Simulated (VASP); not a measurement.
# BeTe (F-43m) in VASP: further runs

BeTe is run at these levels: PBEsol; tasks: relaxation of cell and atoms.

Program: VASP 6.6.1. These are calculated values, not measurements. Logs are shortened: lines on timing, memory, paths and dates and some standing lists are left out, and cuts for length are marked.

**1. The cell of the first run**

The structure is cubic, space group F-43m (No. 216). Conventional cell: a = 5.606 Å, b = 5.606 Å, c = 5.606 Å, α = 90.00°, β = 90.00°, γ = 90.00°. Be (site symmetry -43m) has 4 Te at 2.43 Å within 3.2 Å. Within 3.2 Å of Te (site symmetry -43m) lie 4 Be at 2.43 Å.

**2. Relaxation of cell and atoms, PBEsol, target pressure 4 GPa, at which the enthalpy is minimised**

The input, INCAR:

```
PREC = Accurate
ENCUT = 600
EDIFF = 1E-7
ISMEAR = 0
SIGMA = 0.01
LREAL = False
LASPH = True
NELM = 100
ALGO = Normal
ISIF = 3
LWAVE = False
LCHARG = False
GGA = PS
IBRION = 2
NSW = 100
EDIFFG = -0.002
PSTRESS = 40.0
```

The input, KPOINTS:

```
regular mesh
0
Gamma
  8 8 8
```

The input, POSCAR:

```
BeTe
1.0
    0.0000000000      2.8027741266      2.8027741266
    2.8027741266      0.0000000000      2.8027741266
    2.8027741266      2.8027741266      0.0000000000
Be Te
1 1
Direct
    0.0000000000      0.0000000000      0.0000000000
    0.7500000000      0.7500000000      0.7500000000
```

Potentials or basis: VASP PAW PBE potentials, release 64 (Be, Te).

The run is started by

```console
$ cat potpaw_PBE.64/Be/POTCAR potpaw_PBE.64/Te/POTCAR > POTCAR
$ mpirun -np 1 vasp_std > vasp.out
```

OUTCAR:

```text
PREC = Accurate
   ENCUT = 600
   EDIFF = 1E-7
   ISMEAR = 0
   LREAL = False
   LASPH = True
   NELM = 100
   ISIF = 3
   GGA = PS
   IBRION = 2
   NSW = 100
   EDIFFG = -0.002
   PSTRESS = 40.0

 ion  position               nearest neighbor table
   1  0.000  0.000  0.000-   2 2.43   2 2.43   2 2.43   2 2.43
   2  0.750  0.750  0.750-   1 2.43   1 2.43   1 2.43   1 2.43

  LATTYP: Found a face centered cubic cell.
 ALAT       =     5.6055482532

  Lattice vectors:

 A1 = (   0.0000000000,   2.8027741266,   2.8027741266)
 A2 = (   2.8027741266,   0.0000000000,   2.8027741266)
 A3 = (   2.8027741266,   2.8027741266,   0.0000000000)

Analysis of symmetry for initial positions (statically):
=====================================================================
 Subroutine PRICEL returns:
 Original cell was already a primitive cell.

 Routine SETGRP: Setting up the symmetry group for a
 face centered cubic supercell.

 Subroutine GETGRP returns: Found 24 space group operations
 (whereof 24 operations were pure point group operations)
 out of a pool of 48 trial point group operations.

The static configuration has the point symmetry T_d .

Analysis of symmetry for dynamics (positions and initial velocities):
=====================================================================
 Subroutine PRICEL returns:
 Original cell was already a primitive cell.

 Routine SETGRP: Setting up the symmetry group for a
 face centered cubic supercell.

 Subroutine GETGRP returns: Found 24 space group operations
 (whereof 24 operations were pure point group operations)
 out of a pool of 48 trial point group operations.

The dynamic configuration has the point symmetry T_d .

 Subroutine INISYM returns: Found 24 space group operations
 (whereof 24 operations are pure point group operations),
 and found     1 'primitive' translations

----------------------------------------------------------------------------------------

                                     Primitive cell

  volume of cell :      44.0346

  direct lattice vectors                    reciprocal lattice vectors
     0.000000000  2.802774127  2.802774127    -0.178394682  0.178394682  0.178394682
     2.802774127  0.000000000  2.802774127     0.178394682 -0.178394682  0.178394682
     2.802774127  2.802774127  0.000000000     0.178394682  0.178394682 -0.178394682

  length of vectors
     3.963721182  3.963721182  3.963721182     0.308988654  0.308988654  0.308988654

  position of ions in fractional coordinates (direct lattice)
     0.000000000  0.000000000  0.000000000
     0.750000000  0.750000000  0.750000000

  ion indices of the primitive-cell ions
   primitive index   ion index
                 1           1
                 2           2

----------------------------------------------------------------------------------------

 KPOINTS: regular mesh

Automatic generation of k-mesh.
 Grid dimensions read from file:
 generate k-points for:    8    8    8

 Generating k-lattice:

  Cartesian coordinates                     Fractional coordinates (reciprocal lattice)
    -0.022299335  0.022299335  0.022299335     0.125000000  0.000000000  0.000000000
     0.022299335 -0.022299335  0.022299335     0.000000000  0.125000000  0.000000000
     0.022299335  0.022299335 -0.022299335     0.000000000  0.000000000  0.125000000

  Length of vectors
     0.038623582  0.038623582  0.038623582

  Shift w.r.t. Gamma in fractional coordinates (k-lattice)
     0.000000000  0.000000000  0.000000000

 Subroutine IBZKPT returns following result:
 ===========================================

 Found     29 irreducible k-points:

 Following reciprocal coordinates:
            Coordinates               Weight
  0.000000  0.000000  0.000000      1.000000
  0.125000  0.000000  0.000000      8.000000
  0.250000  0.000000  0.000000      8.000000
  0.375000  0.000000  0.000000      8.000000
  0.500000  0.000000  0.000000      4.000000
  0.125000  0.125000  0.000000      6.000000
[... 16 lines left out ...]
  0.500000  0.250000  0.125000     48.000000
 -0.375000  0.250000  0.125000     24.000000
 [... further k-points ...]
   k-points           NKPTS =     29   k-points in BZ     NKDIM =     29   number of bands    NBANDS=      8
   number of dos      NEDOS =    301   number of ions     NIONS =      2
   total plane-waves  NPLWV =  32768
   dimension x,y,z NGX =    32 NGY =   32 NGZ =   32
   dimension x,y,z NGXF=    64 NGYF=   64 NGZF=   64
   ions per type =               1   1
   NGX,Y,Z   is equivalent  to a cutoff of  13.42, 13.42, 13.42 a.u.
   NGXF,Y,Z  is equivalent  to a cutoff of  26.84, 26.84, 26.84 a.u.
 SYSTEM =  unknown system
   PREC   = accura    normal or accurate (medium, high low for compatibility)
   ISTART =      0    job   : 0-new  1-cont  2-samecut
   ICHARG =      2    charge: 1-file 2-atom 10-const
   ISPIN  =      1    spin polarized calculation?
   LNONCOLLINEAR =      F non collinear calculations
   LSORBIT =      F    spin-orbit coupling
   LASPH  =      T    aspherical Exc in radial PAW
   ENCUT  =  600.0 eV  44.10 Ry    6.64 a.u.   7.92  7.92  7.92*2*pi/ulx,y,z
   NELM   =    100;   NELMIN=  2; NELMDL= -5     # of ELM steps
   EDIFF  = 0.1E-06   stopping-criterion for ELM
   LREAL  =      F    real-space projection
   EDIFFG = -.2E-02   stopping-criterion for IOM
   NSW    =    100    number of steps for IOM
   IBRION =      2    ionic relax: 0-MD 1-quasi-New 2-CG
   NFREE  =      1    steps in history (QN), initial steepest desc. (CG)
   ISIF   =      3    stress and relaxation
   ISYM   =      2    0-nonsym 1-usesym 2-fastsym
   POTIM  = 0.5000    time-step for ionic-motion
   TEBEG  =    0.0;   TEEND  =   0.0 temperature during run
   PSTRESS=   40.0 pullay stress
   NELECT =       8.0000    total number of electrons
   NUPDOWN=      -1.0000    fix difference up-down
   EMIN   =  10.00;   EMAX   =-10.00  energy-range for DOS
   EFERMI =   0.00;   METHOD = LEGACY
   ISMEAR =     0;   SIGMA  =   0.01  broadening in eV -4-tet -1-fermi 0-gaus
   EFERMI_NEDOS =   21; number of points for ismear=-14 and -15
   IALGO  =     38    algorithm
   IMIX   =      4    mixing-type and parameters
     AMIX     =   0.40;   BMIX     =  1.00
     AMIX_MAG =   1.60;   BMIX_MAG =  1.00
  volume/ion in A,a.u.               =      22.02       148.58
  Fermi-wavevector in a.u.,A,eV,Ry     =   0.927200  1.752154 11.696925  0.859700
  Thomas-Fermi vector in A             =   2.053244
   LORBIT       =      0    0 simple, 1 ext, 2 COOP (PROOUT), +10 PAW based schemes
   GGA     = PS    functional components
   LHFCALC =     F    Hartree Fock is set to
   AEXX    =    0.0000 exact exchange contribution
   IVDW    =     0    specifies the selected vdW correction
   LEPSILON=     F    determine dielectric tensor
   LRPA    =     F    only Hartree local field effects (RPA)
 conjugate gradient relaxation of ions
 non-spin polarized calculation
 Gauss-broadening in eV      SIGMA  =   0.01
  energy-cutoff  :      600.00
  volume of cell :       44.03
 maximum number of plane-waves:      1480
   NGX = 15   NGY = 15   NGZ = 15

--------------------------------------- Ionic step        1  -------------------------------------------

 number of electron       8.0000000 magnetization

 Free energy of the ion-electron system (eV)
  ---------------------------------------------------
  ext. energy  EPLUGINS =         0.00000000
  ---------------------------------------------------
  free energy    TOTEN  =        -8.21587656 eV

  energy without entropy =       -8.21587656  energy(sigma->0) =       -8.21587656

------------------------ aborting loop because EDIFF is reached ----------------------------------------

  FORCE on cell =-STRESS in cart. coord.  units (eV):
  Direction    XX          YY          ZZ          XY          YZ          ZX
  --------------------------------------------------------------------------------------
  -------------------------------------------------------------------------------------
  Total        0.0611875      0.0611875      0.0611875      0.0000000     -0.0000000     -0.0000000
  in kB        2.2262773      2.2262773      2.2262773      0.0000000     -0.0000000     -0.0000000
  external PRESSURE =     -37.7737227 kB  Pullay stress =      40.0000000 kB
[... 61 lines left out ...]
  enthalpy is  TOTEN    =        -7.1414709708 eV   P V=        1.0188282705

--------------------------------------- Ionic step        3  -------------------------------------------

 number of electron       8.0000000 magnetization

 Free energy of the ion-electron system (eV)
  ---------------------------------------------------
  ext. energy  EPLUGINS =         0.00000000
  ---------------------------------------------------
  free energy    TOTEN  =        -8.18582750 eV

  energy without entropy =       -8.18582750  energy(sigma->0) =       -8.18582750

 E-fermi :   5.9196     XC(G=0):  -9.4789

 val. band max:        5.8094251371   @ k =   0.0000   0.0000   0.0000
 cond. band min:       7.4838346380   @ k =   0.5000   0.5000   0.0000
 fundamental gap:      1.6744095009
 Fermi energy:         5.9196290864

 k-point     1 :       0.0000    0.0000    0.0000
  band No.  band energies     occupation
      1      -7.0051      2.00000
      2       5.8094      2.00000
      3       5.8094      2.00000
      4       5.8094      2.00000
      5       9.3425      0.00000
      6       9.3425      0.00000
      7       9.3425      0.00000
      8      10.0584      0.00000
[... 243 lines left out ...]
 k-point    24 :      -0.3750    0.2500    0.1250
  band No.  band energies     occupation
      1      -5.1984      2.00000
      2       0.2377      2.00000
      3       2.6379      2.00000
      4       3.6780      2.00000
      5       9.9126      0.00000
      6      10.2339      0.00000
      7      12.6844      0.00000
      8      13.7500      0.00000

 [... further k-points ...]
[... 5 lines left out ...]
  --------------------------------------------------------------------------------------
  -------------------------------------------------------------------------------------
  Total        1.0423717      1.0423717      1.0423717      0.0000000      0.0000000     -0.0000000
  in kB       40.0880285     40.0880285     40.0880285      0.0000000      0.0000000     -0.0000000
  external PRESSURE =       0.0880285 kB  Pullay stress =      40.0000000 kB
[... 17 lines left out ...]
  FREE ENERGIE OF THE ION-ELECTRON SYSTEM (eV)
  ---------------------------------------------------
  free  energy   TOTEN  =        -8.1858274999 eV

  energy  without entropy=       -8.1858274999  energy(sigma->0) =       -8.18582750

  enthalpy is  TOTEN    =        -7.1457446846 eV   P V=        1.0400828153

 reached required accuracy - stopping structural energy minimisation
```

Wall time 24 s (1 thread of Intel Xeon Platinum 8488C (Sapphire Rapids), shared host); peak memory 0.18 GiB.

What came out:

| Property | Result |
| --- | --- |
| Free energy | -8.1858 eV |
| Relaxed volume | 20.83 Å³/atom |
| Relaxed cell | a = 3.891 Å, b = 3.891 Å, c = 3.891 Å, α = 60.00°, β = 60.00°, γ = 60.00° |
| Space group after relaxing (to 0.05 Å) | F-43m (No. 216) |
| Energy change on relaxing (the enthalpy is what falls) | +15.0 meV/atom |
| Ionic steps | 3 |
| Pressure after relaxing | 4.0 GPa |
| Band gap on the k mesh | 1.67 eV, indirect (least direct gap 3.53 eV) |

The path:
| step | energy change (eV) | largest force (eV/Å) | pressure (GPa) | volume (Å³) |
| --- | --- | --- | --- | --- |
| 1 | 0.0000 | 0.0000 | 0.22 | 44.03 |
| 2 | 0.0556 | 0.0000 | 5.63 | 40.81 |
| 3 | 0.0300 | 0.0000 | 4.01 | 41.66 |

Final structure:
```yaml
crystal:
  lattice:
    - [0.00000, 2.75146, 2.75146]
    - [2.75146, 0.00000, 2.75146]
    - [2.75146, 2.75146, 0.00000]
  atoms:
    - { symbol: Be, position: [0.00000, 0.00000, 0.00000] }
    - { symbol: Te, position: [0.75000, 0.75000, 0.75000] }
```

Levels at points of the mesh, in eV from the valence-band top:
```
           k point  band 1  band 2  band 3  band 4  band 5  band 6  band 7  band 8
(0.00, 0.00, 0.00)  -12.81    0.00    0.00    0.00    3.53    3.53    3.53    4.25
(0.50, 0.00, 0.00)  -11.28   -6.04   -1.26   -1.26    3.22    4.52    4.52    7.63
(0.50, 0.50, 0.00)  -10.72   -5.52   -2.93   -2.93    1.67    2.51   10.15   10.15
```

Caveat: the cell is relaxed towards a set pressure, so the enthalpy falls and the energy may rise; the PAW data sets were made with another functional, which shifts forces and pressure a little; spin-orbit coupling is left out, which moves the levels of the heavy elements.

**3. Relaxation of cell and atoms, PBEsol, target pressure 7 GPa, at which the enthalpy is minimised**

The input, INCAR:

```
SYSTEM = BeTe
PREC = Accurate
ENCUT = 600
EDIFF = 1E-6
ISMEAR = 0
SIGMA = 0.01
LREAL = .False.
LASPH = .True.
NELM = 100
ALGO = Normal
ISIF = 3
LWAVE = .False.
LCHARG = .False.
GGA = PS
IBRION = 2
NSW = 100
EDIFFG = -0.002
PSTRESS = 70.0
```

The input, KPOINTS:

```
Automatic mesh
0
Gamma
  8 8 8
  0 0 0
```

POSCAR is that of step 2.

Potentials or basis: VASP PAW PBE potentials, release 64 (Be, Te).

The run is started by

```console
$ cat potpaw_PBE.64/Be/POTCAR potpaw_PBE.64/Te/POTCAR > POTCAR
$ mpirun -np 1 vasp_std > vasp.out
```

Wall time 22 s (1 thread of Intel Xeon Platinum 8488C (Sapphire Rapids), shared host); peak memory 0.18 GiB.

The run converged. Its results:

```yaml
Free_energy: -8.1345 eV
Relaxed_volume: 20.08 Å³/atom
Relaxed_cell: a = 3.844 Å, b = 3.844 Å, c = 3.844 Å, α = 60.00°, β = 60.00°, γ = 60.00°
Space_group_after_relaxing_to_0.05_Å: F-43m (No. 216)
Energy_change_on_relaxing_the_enthalpy_is_what_falls: +40.7 meV/atom
Ionic_steps: 3
Pressure_after_relaxing: 7.0 GPa
Band_gap_on_the_k_mesh: 1.57 eV, indirect (least direct gap 3.49 eV)
```

Step by step:
| step | energy change (eV) | largest force (eV/Å) | pressure (GPa) | volume (Å³) |
| --- | --- | --- | --- | --- |
| 1 | 0.0000 | 0.0000 | 0.22 | 44.03 |
| 2 | 0.1828 | 0.0000 | 11.30 | 38.36 |
| 3 | 0.0813 | 0.0000 | 7.00 | 40.15 |

Final structure:
```
Be Te
1.0
     0.00000    2.71789    2.71789
     2.71789    0.00000    2.71789
     2.71789    2.71789    0.00000
Be Te
1 1
Direct
  0.00000 0.00000 0.00000
  0.75000 0.75000 0.75000
```

Levels at points of the mesh, in eV from the valence-band top:
| k point | band 2 | band 3 | band 4 | band 5 | band 6 | band 7 |
| --- | --- | --- | --- | --- | --- | --- |
| (0.00, 0.00, 0.00) | 0.00 | 0.00 | 0.00 | 3.49 | 3.49 | 3.49 |
| (0.50, 0.00, 0.00) | -6.30 | -1.33 | -1.33 | 3.33 | 4.49 | 4.49 |
| (0.50, 0.50, 0.00) | -5.73 | -3.08 | -3.08 | 1.57 | 2.44 | 10.39 |

Caveat: the cell is relaxed towards a set pressure, so the enthalpy falls and the energy may rise; the PAW data sets were made with another functional, which shifts forces and pressure a little; spin-orbit coupling is left out, which moves the levels of the heavy elements.
